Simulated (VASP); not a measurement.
**Ge: single point with r2SCAN**

The system is Ge.

```
Ge
1.0
     4.12583    0.00000    0.00000
    -2.06291    3.57307    0.00000
     0.00000    0.00000    6.81189
Ge
4
Direct
  0.66667 0.33333 0.06271
  0.33333 0.66667 0.56271
  0.66667 0.33333 0.43729
  0.33333 0.66667 0.93729
```

This isn't the form of Ge at room conditions, which is diamond.

```json
{
  "Program": "VASP 6.6.1",
  "Task": "single point",
  "Functional": "r2SCAN",
  "Potentials or basis": "VASP PAW PBE potentials, release 64 (Ge_d)",
  "Cutoff": "520 eV",
  "k mesh": "12 × 12 × 6",
  "Occupations": "gaussian, width 0.01 eV",
  "Spin": "no spin polarisation"
}
```

```json
{"Pressure": "-5.3 GPa", "Largest force": "0.005 eV/Å", "Band gap on the k mesh": "0.07 eV (least direct gap 0.08 eV)"}
```

Forces on the atoms (eV/Å):
```
Ge   0.000  0.000  0.005
Ge   0.000  0.000  0.005
Ge   0.000  0.000 -0.005
Ge   0.000  0.000 -0.005
```

Levels at points of the mesh, in eV from the valence-band top:
```tsv
k point	band 25	band 26	band 27	band 28	band 29	band 30	band 31	band 32
(0.00, 0.00, 0.00)	-1.35	-0.47	-0.08	-0.02	0.15	0.15	2.48	2.48
(0.50, 0.00, 0.00)	-4.20	-2.83	-2.49	-1.32	0.88	1.68	3.88	3.97
(0.00, 0.00, 0.50)	-0.75	-0.75	-0.75	-0.75	0.69	0.69	3.56	3.56
(0.50, 0.00, 0.50)	-2.35	-2.35	-2.21	-2.21	0.72	0.72	2.50	2.50
```

It took 9 min on 1 thread of Intel(R) Xeon(R) Platinum 8488C (Sapphire Rapids) (shared host), peak memory 0.36 GiB.

Caveat: the cell stands under tension; the PAW data sets were made with another functional, which shifts forces and pressure a little. A k mesh can miss the band edges.
